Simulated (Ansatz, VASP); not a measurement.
# LiGaI2: VASP beside Ansatz

```
CELL_PARAMETERS angstrom
5.47573 0.00000 0.00000
0.00000 5.47573 0.00000
0.00000 0.00000 5.74076
ATOMIC_POSITIONS crystal
Li 0.00000 0.00000 0.64180
Ga 0.00000 0.00000 0.14553
I 0.50000 0.00000 0.42375
I 0.00000 0.50000 0.42375
```

Alike in both runs: functional PBE; k mesh 8 × 8 × 6; occupations gaussian, width 0.01 eV; no spin polarisation.

Ansatz relaxed the structure, and its values are those at the end. VASP's run is a single point on that final structure, the one shown.

```csv
,VASP,Ansatz
version,VASP 6.6.1,Ansatz 0.2.0
potentials or method,"VASP PAW PBE potentials, release 64 (Li_sv, Ga_d, I), cutoff 520 eV","scalar-relativistic, plane waves, PAW"
valence electrons in the cell,30,50
```

```csv
,VASP,Ansatz,Ansatz less VASP
gap on the k mesh at the Fermi level (eV),0.21,0.21,-0.002
least direct gap on the mesh (eV),1.02,1.02,+0.001
rms of the force components (eV/Å),0.003,0.003,+0.0002
```

With one functional, cell and mesh, what is left measures potentials, basis and numerics. VASP's potentials hold 30 valence electrons a cell and Ansatz's 50, so a difference there can come from the potentials and not from the codes. Ansatz's warnings: xc potential rough in thin density.

Spin-orbit coupling is off throughout. Noted on VASP's run: the cutoff is short for stress, so the pressure is rough.
